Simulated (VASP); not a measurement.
# Ca in VASP: settings compared

Ca is run at these levels: PBE, PBEsol; tasks: single point.

Program: VASP 6.6.1. These are calculated values, not measurements. Logs are shortened: lines on timing, memory, paths and dates and some standing lists are left out, and cuts for length are marked.

## Step 1: The cell of the first run

It takes space group I4/mmm (No. 139, tetragonal). Conventional cell: a = 3.952 Å, b = 3.952 Å, c = 5.533 Å, α = 90.00°, β = 90.00°, γ = 90.00°. Within 5.2 Å of Ca (site symmetry 4/mmm) lie 12 Ca at 3.93 to 3.95 Å.

## Step 2: Single point, PBE

INCAR reads:

```
PREC     = Accurate       # precision mode
ENCUT    = 520            # plane-wave cutoff, eV
EDIFF    = 1E-6           # SCF threshold, eV
ISMEAR   = -1             # smearing method
SIGMA    = 0.05           # smearing width, eV
LREAL    = False          # projectors in reciprocal space
LASPH    = True           # aspherical terms in the spheres
NELM     = 100            # most SCF steps
ALGO     = Fast           # electronic algorithm
ISIF     = 2              # what is computed and relaxed
LWAVE    = False          # write WAVECAR
LCHARG   = False          # write CHGCAR
GGA      = PE             # functional
NBANDS   = 11             # bands
```

KPOINTS reads:

```
Automatic mesh
0
Gamma
  8 8 8
```

POSCAR reads:

```
Ca
1.0
    0.0000000000      2.7942000000      2.7942000000
    2.7662580000      0.0000000000      2.7942000000
    2.7662580000      2.7942000000      0.0000000000
Ca
1
Direct
    0.0000000000      0.0000000000      0.0000000000
```

Potentials or basis: VASP PAW PBE potentials, release 64 (Ca_sv).

Run with:

```console
$ cat potpaw_PBE.64/Ca_sv/POTCAR > POTCAR
$ mpirun -np 1 vasp_std > vasp.out
```

OUTCAR:

```text
PREC = Accurate
   ENCUT = 520
   EDIFF = 1E-6
   ISMEAR = -1
   LREAL = False
   LASPH = True
   NELM = 100
   ISIF = 2
   GGA = PE

 ion  position               nearest neighbor table
   1  0.000  0.000  0.000-

  LATTYP: Found a body centered tetragonal cell.
 ALAT       =     3.9515955360
 C/A-ratio  =     1.4000714267

  Lattice vectors:

 A1 = (  -2.7662580000,   0.0000000000,  -2.7942000000)
 A2 = (  -2.7662580000,   0.0000000000,   2.7942000000)
 A3 = (   2.7662580000,   2.7942000000,   0.0000000000)

Analysis of symmetry for initial positions (statically):
=====================================================================
 Subroutine PRICEL returns:
 Original cell was already a primitive cell.

 Routine SETGRP: Setting up the symmetry group for a
 body centered tetragonal supercell.

 Subroutine GETGRP returns: Found 16 space group operations
 (whereof 16 operations were pure point group operations)
 out of a pool of 16 trial point group operations.

The static configuration has the point symmetry D_4h.

Analysis of symmetry for dynamics (positions and initial velocities):
=====================================================================
 Subroutine PRICEL returns:
 Original cell was already a primitive cell.

 Routine SETGRP: Setting up the symmetry group for a
 body centered tetragonal supercell.

 Subroutine GETGRP returns: Found 16 space group operations
 (whereof 16 operations were pure point group operations)
 out of a pool of 16 trial point group operations.

The dynamic configuration has the point symmetry D_4h.

 Subroutine INISYM returns: Found 16 space group operations
 (whereof 16 operations are pure point group operations),
 and found     1 'primitive' translations

----------------------------------------------------------------------------------------

                                     Primitive cell

  volume of cell :      43.1954

  direct lattice vectors                    reciprocal lattice vectors
     0.000000000  2.794200000  2.794200000    -0.180749590  0.178942094  0.178942094
     2.766258000  0.000000000  2.794200000     0.180749590 -0.178942094  0.178942094
     2.766258000  2.794200000  0.000000000     0.180749590  0.178942094 -0.178942094

  length of vectors
     3.951595536  3.931887201  3.931887201     0.310983859  0.310983859  0.310983859

  position of ions in fractional coordinates (direct lattice)
     0.000000000  0.000000000  0.000000000

  ion indices of the primitive-cell ions
   primitive index   ion index
                 1           1

----------------------------------------------------------------------------------------

 KPOINTS: Automatic mesh

Automatic generation of k-mesh.
 Grid dimensions read from file:
 generate k-points for:    8    8    8

 Generating k-lattice:

  Cartesian coordinates                     Fractional coordinates (reciprocal lattice)
    -0.022593699  0.022367762  0.022367762     0.125000000  0.000000000  0.000000000
     0.022593699 -0.022367762  0.022367762     0.000000000  0.125000000  0.000000000
     0.022593699  0.022367762 -0.022367762     0.000000000  0.000000000  0.125000000

  Length of vectors
     0.038872982  0.038872982  0.038872982

  Shift w.r.t. Gamma in fractional coordinates (k-lattice)
     0.000000000  0.000000000  0.000000000

 Subroutine IBZKPT returns following result:
 ===========================================

 Found     59 irreducible k-points:

 Following reciprocal coordinates:
            Coordinates               Weight
  0.000000  0.000000  0.000000      1.000000
  0.125000 -0.000000 -0.000000      8.000000
  0.250000 -0.000000 -0.000000      8.000000
  0.375000 -0.000000 -0.000000      8.000000
  0.500000 -0.000000 -0.000000      4.000000
  0.125000  0.125000  0.000000      4.000000
[... 16 lines left out ...]
  0.250000  0.125000  0.125000      4.000000
  0.375000  0.125000  0.125000      8.000000
 [... further k-points ...]
   k-points           NKPTS =     59   k-points in BZ     NKDIM =     59   number of bands    NBANDS=     11
   number of dos      NEDOS =    301   number of ions     NIONS =      1
   total plane-waves  NPLWV =  27000
   dimension x,y,z NGX =    30 NGY =   30 NGZ =   30
   dimension x,y,z NGXF=    60 NGYF=   60 NGZF=   60
   ions per type =               1
   NGX,Y,Z   is equivalent  to a cutoff of  12.62, 12.68, 12.68 a.u.
   NGXF,Y,Z  is equivalent  to a cutoff of  25.24, 25.37, 25.37 a.u.
 SYSTEM =  unknown system
   PREC   = accura    normal or accurate (medium, high low for compatibility)
   ISTART =      0    job   : 0-new  1-cont  2-samecut
   ICHARG =      2    charge: 1-file 2-atom 10-const
   ISPIN  =      1    spin polarized calculation?
   LNONCOLLINEAR =      F non collinear calculations
   LSORBIT =      F    spin-orbit coupling
   LASPH  =      T    aspherical Exc in radial PAW
   ENCUT  =  520.0 eV  38.22 Ry    6.18 a.u.   7.35  7.31  7.31*2*pi/ulx,y,z
   NELM   =    100;   NELMIN=  2; NELMDL= -5     # of ELM steps
   EDIFF  = 0.1E-05   stopping-criterion for ELM
   LREAL  =      F    real-space projection
   EDIFFG = 0.1E-04   stopping-criterion for IOM
   NSW    =      0    number of steps for IOM
   IBRION =     -1    ionic relax: 0-MD 1-quasi-New 2-CG
   NFREE  =      0    steps in history (QN), initial steepest desc. (CG)
   ISIF   =      2    stress and relaxation
   ISYM   =      2    0-nonsym 1-usesym 2-fastsym
   POTIM  = 0.5000    time-step for ionic-motion
   TEBEG  =    0.0;   TEEND  =   0.0 temperature during run
   PSTRESS=    0.0 pullay stress
   NELECT =      10.0000    total number of electrons
   NUPDOWN=      -1.0000    fix difference up-down
   EMIN   =  10.00;   EMAX   =-10.00  energy-range for DOS
   EFERMI =   0.00;   METHOD = LEGACY
   ISMEAR =    -1;   SIGMA  =   0.05  broadening in eV -4-tet -1-fermi 0-gaus
   EFERMI_NEDOS =   21; number of points for ismear=-14 and -15
   IALGO  =     68    algorithm
   IMIX   =      4    mixing-type and parameters
     AMIX     =   0.40;   BMIX     =  1.00
     AMIX_MAG =   1.60;   BMIX_MAG =  1.00
  volume/ion in A,a.u.               =      43.20       291.50
  Fermi-wavevector in a.u.,A,eV,Ry     =   1.005223  1.899595 13.748315  1.010473
  Thomas-Fermi vector in A             =   2.137888
   LORBIT       =      0    0 simple, 1 ext, 2 COOP (PROOUT), +10 PAW based schemes
   GGA     = PE    functional components
   LHFCALC =     F    Hartree Fock is set to
   AEXX    =    0.0000 exact exchange contribution
   IVDW    =     0    specifies the selected vdW correction
   LEPSILON=     F    determine dielectric tensor
   LRPA    =     F    only Hartree local field effects (RPA)
 non-spin polarized calculation
 RMM-DIIS sequential band-by-band and
  energy-cutoff  :      520.00
  volume of cell :       43.20
 maximum number of plane-waves:      1187
 NGX is ok and might be reduce to    30
   NGX = 15   NGY = 15   NGZ = 15

 number of electron      10.0000000 magnetization

 number of electron       9.9999998 magnetization

 Free energy of the ion-electron system (eV)
  ---------------------------------------------------
  ext. energy  EPLUGINS =         0.00000000
  ---------------------------------------------------
  free energy    TOTEN  =        -1.93391795 eV

  energy without entropy =       -1.92199811  energy(sigma->0) =       -1.92795803

 E-fermi :   1.8272     XC(G=0):  -7.6634

 val. band max:        1.7860699914   @ k =  -0.3750   0.2500   0.1250
 cond. band min:       1.8826566233   @ k =  -0.3750   0.1250   0.1250
 fundamental gap:      0.0965866319
 Fermi energy:         1.8271830542

 k-point     1 :       0.0000    0.0000    0.0000
  band No.  band energies     occupation
      1     -40.1974      2.00000
      2     -21.1176      2.00000
      3     -21.1176      2.00000
      4     -21.1170      2.00000
      5      -2.1155      2.00000
      6       4.1628      0.00000
      7       4.1628      0.00000
      8       4.2065      0.00000
      9       5.1899      0.00000
     10       5.2462      0.00000
     11      10.8866      0.00000

 k-point     2 :       0.1250   -0.0000   -0.0000
  band No.  band energies     occupation
      1     -40.1956      2.00000
      2     -21.1362      2.00000
      3     -21.1204      2.00000
      4     -21.1196      2.00000
      5      -1.8551      2.00000
      6       3.9078      0.00000
      7       4.2496      0.00000
      8       4.2821      0.00000
      9       5.1243      0.00000
     10       5.1727      0.00000
     11      10.9731      0.00000

 k-point     3 :       0.2500   -0.0000   -0.0000
  band No.  band energies     occupation
      1     -40.1913      2.00000
      2     -21.1813      2.00000
      3     -21.1269      2.00000
      4     -21.1256      2.00000
      5      -1.1136      2.00000
      6       3.2749      0.00000
      7       4.2846      0.00000
      8       4.3320      0.00000
      9       5.2202      0.00000
     10       5.2385      0.00000
     11       9.1071      0.00000

 k-point     4 :       0.3750   -0.0000   -0.0000
  band No.  band energies     occupation
      1     -40.1870      2.00000
      2     -21.2258      2.00000
      3     -21.1335      2.00000
      4     -21.1315      2.00000
      5      -0.0266      2.00000
      6       2.4550      0.00001
      7       4.1232      0.00000
      8       4.1778      0.00000
      9       5.6375      0.00000
     10       5.6470      0.00000
     11       7.5511      0.00000

 k-point     5 :       0.5000   -0.0000   -0.0000
  band No.  band energies     occupation
      1     -40.1852      2.00000
      2     -21.2441      2.00000
      3     -21.1362      2.00000
      4     -21.1339      2.00000
      5       0.8924      2.00000
      6       1.6908      1.87728
      7       4.0384      0.00000
      8       4.0935      0.00000
      9       5.8740      0.00000
     10       5.8965      0.00000
     11       6.9447      0.00000
[... 211 lines left out ...]
 k-point    21 :       0.5000    0.5000    0.0000
  band No.  band energies     occupation
      1     -40.1814      2.00000
      2     -21.2368      2.00000
      3     -21.1643      2.00000
      4     -21.1619      2.00000
      5       1.4258      1.99935
      6       2.4665      0.00001
      7       2.7619      0.00000
      8       5.8789      0.00000
      9       6.0434      0.00000
     10       6.0792      0.00000
     11       7.6933      0.00000

 k-point    22 :       0.0000    0.1250    0.1250
  band No.  band energies     occupation
      1     -40.1950      2.00000
      2     -21.1354      2.00000
      3     -21.1247      2.00000
      4     -21.1247      2.00000
      5      -1.7645      2.00000
      6       3.8632      0.00000
      7       4.2981      0.00000
      8       4.2981      0.00000
      9       4.9152      0.00000
     10       5.2824      0.00000
     11      11.2921      0.00000

 k-point    23 :       0.2500    0.1250    0.1250
  band No.  band energies     occupation
      1     -40.1930      2.00000
      2     -21.1575      2.00000
      3     -21.1314      2.00000
      4     -21.1220      2.00000
      5      -1.4385      2.00000
      6       3.5875      0.00000
      7       4.2462      0.00000
      8       4.4384      0.00000
      9       4.8433      0.00000
     10       5.3505      0.00000
     11      10.4140      0.00000

 k-point    24 :       0.3750    0.1250    0.1250
  band No.  band energies     occupation
      1     -40.1887      2.00000
      2     -21.1964      2.00000
      3     -21.1430      2.00000
      4     -21.1286      2.00000
      5      -0.5783      2.00000
      6       3.0316      0.00000
      7       3.9978      0.00000
      8       4.4162      0.00000
      9       5.0159      0.00000
     10       5.7083      0.00000
     11       8.6060      0.00000

 [... further k-points ...]
[... 5 lines left out ...]
  --------------------------------------------------------------------------------------
  -------------------------------------------------------------------------------------
  Total       -0.0980633     -0.1127511     -0.1127511      0.0000000      0.0000000      0.0000000
  in kB       -3.6373039     -4.1820939     -4.1820939      0.0000000      0.0000000      0.0000000
  external PRESSURE =      -4.0004973 kB  Pullay stress =       0.0000000 kB

 VOLUME and BASIS-vectors are now :
 -----------------------------------------------------------------------------
  energy-cutoff  :      520.00
  volume of cell :       43.20
      direct lattice vectors                 reciprocal lattice vectors
     0.000000000  2.794200000  2.794200000    -0.180749590  0.178942094  0.178942094
     2.766258000  0.000000000  2.794200000     0.180749590 -0.178942094  0.178942094
     2.766258000  2.794200000  0.000000000     0.180749590  0.178942094 -0.178942094

 POSITION                                       TOTAL-FORCE (eV/Angst)
 -----------------------------------------------------------------------------------
      0.00000      0.00000      0.00000         0.000000      0.000000      0.000000
 -----------------------------------------------------------------------------------
    total drift:                               -0.000000     -0.000000      0.000000

  FREE ENERGIE OF THE ION-ELECTRON SYSTEM (eV)
  ---------------------------------------------------
  free  energy   TOTEN  =        -1.9339179473 eV

  energy  without entropy=       -1.9219981072  energy(sigma->0) =       -1.92795803
```

It took 24 s on 1 thread of Intel Xeon Platinum 8488C (Sapphire Rapids), shared host; peak memory 0.17 GiB.

Results:

```
Free energy            : -1.9339 eV
Pressure               : -0.4 GPa
Band gap on the k mesh : zero (bands 5 and 6 overlap by 0.39 eV)
```

## Step 3: Single point, PBE

This run uses another cell than the first one, of 45.38 Å³/atom.

INCAR reads:

```
PREC = Accurate ; ENCUT = 520
EDIFF = 1E-6 ; ISMEAR = -1
SIGMA = 0.05 ; LREAL = False
LASPH = True ; NELM = 60
ALGO = Normal ; ISIF = 2
LWAVE = False ; LCHARG = False
GGA = PE ; NBANDS = 11
```

KPOINTS is that of step 2.

POSCAR reads:

```
Ca
1.0
    0.0000000000      2.7942000000      2.7942000000
    2.9059680000      0.0000000000      2.7942000000
    2.9059680000      2.7942000000      0.0000000000
Ca
1
Direct
    0.0000000000      0.0000000000      0.0000000000
```

Potentials or basis: VASP PAW PBE potentials, release 64 (Ca_sv).

Run with:

```console
$ cat potpaw_PBE.64/Ca_sv/POTCAR > POTCAR
$ mpirun -np 1 vasp_std > vasp.out
```

It took 20 s on 1 thread of Intel Xeon Platinum 8488C (Sapphire Rapids), shared host; peak memory 0.18 GiB.

Results (log left out):

```
Free energy            : -1.9229 eV
Pressure               : -1.1 GPa
Band gap on the k mesh : zero (bands 5 and 6 overlap by 0.45 eV)
```

Stress tensor (GPa, compression positive):
```
-1.32  0.00  0.00
 0.00 -0.99  0.00
 0.00  0.00 -0.99
```

Levels at points of the mesh, in eV from the Fermi level:
| k point | band 2 | band 3 | band 4 | band 5 | band 6 | band 7 | band 8 | band 9 |
| --- | --- | --- | --- | --- | --- | --- | --- | --- |
| (0.00, 0.00, 0.00) | -23.08 | -23.07 | -23.07 | -3.86 | 2.16 | 2.33 | 2.33 | 3.14 |
| (0.50, 0.00, 0.00) | -23.18 | -23.09 | -23.09 | -0.92 | -0.17 | 2.07 | 2.27 | 3.84 |
| (0.50, 0.50, 0.00) | -23.17 | -23.12 | -23.11 | -0.31 | 0.63 | 1.00 | 3.86 | 3.98 |
| (0.00, 0.50, 0.50) | -23.17 | -23.11 | -23.11 | -0.44 | 0.65 | 0.70 | 3.89 | 4.04 |

(Continued in part 2 of 2.)

The gap in the log of VASP goes by the Fermi energy; the results here count the filled bands.